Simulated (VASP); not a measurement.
Crystal: In2GaP3.

```
In Ga P
1.0
     2.13270   -7.16308    0.00000
     2.13270    7.16308    0.00000
     0.00000    0.00000    4.41375
In Ga P
2 1 3
Direct
  0.12500 0.87500 0.50000
  0.87500 0.12500 0.50000
  0.00000 0.00000 0.00000
  0.50000 0.50000 0.50000
  0.31500 0.68500 0.00000
  0.68500 0.31500 0.00000
```

The cell was generated, and may not be a known phase.

| Property | Result |
| --- | --- |
| Program | VASP 6.6.1 |
| Task | relaxation of cell and atoms |
| Functional | PBE |
| Potentials or basis | VASP PAW PBE potentials, release 64 (In_d, Ga_d, P) |
| Cutoff | 600 eV |
| k mesh | 4 × 4 × 4 |
| Occupations | gaussian, width 0.1 eV |
| Spin | no spin polarisation |

At the start: pressure -3.0 GPa; volume 22.48 Å³/atom.

**Question.** How do energy, volume and symmetry change on relaxing?

**Answer.** Over 19 steps the energy falls by 347.1 meV/atom and the volume is 22.08 Å³/atom (-1.8 %); space group Cmmm (No. 65, to 0.1 Å) before and after.

Step by step:
```tsv
step	energy change (eV)	largest force (eV/Å)	pressure (GPa)	volume (Å³)
1	0.0000	1.3651	-3.01	134.85
2	-0.8291	1.4020	-0.79	126.54
3	-1.3070	0.9601	3.58	117.75
4	-1.3178	0.8539	6.29	113.97
5	-1.6155	0.6702	1.73	123.06
6	-1.6368	0.8255	1.51	124.82
7	-1.6845	1.1544	1.09	128.34
8	-1.6419	2.0389	0.48	135.37
9	-1.6920	1.4628	0.82	130.91
10	-1.8208	0.6091	-2.67	139.69
11	-1.8663	0.4342	-1.83	136.89
12	-1.8673	0.4161	-1.59	136.36
13	-1.9834	0.4626	-0.18	131.74
14	-1.9947	0.3750	0.96	129.19
15	-1.9978	0.4072	0.57	129.97
16	-2.0623	0.1411	0.99	129.64
17	-2.0639	0.1424	1.10	129.56
18	-2.0794	0.0068	-0.47	133.76
19	-2.0829	0.0385	-0.01	132.47
```

Final structure:
```
In Ga P
1.0
     1.56762   -8.19193    0.00000
     1.56762    8.19193    0.00000
     0.00000    0.00000    5.15757
In Ga P
2 1 3
Direct
  0.14719 0.85281 0.50000
  0.85281 0.14719 0.50000
  0.00000 0.00000 0.00000
  0.50000 0.50000 0.50000
  0.29705 0.70295 0.00000
  0.70295 0.29705 0.00000
```

Caveat: the k points lie up to 0.51 Å⁻¹ apart in the final cell, too coarse for converged energies and pressures of a metal; a cell axis changed by over 15 % at a fixed basis, so the end point is rough; spin-orbit coupling is left out, which moves the levels of the heavy elements.
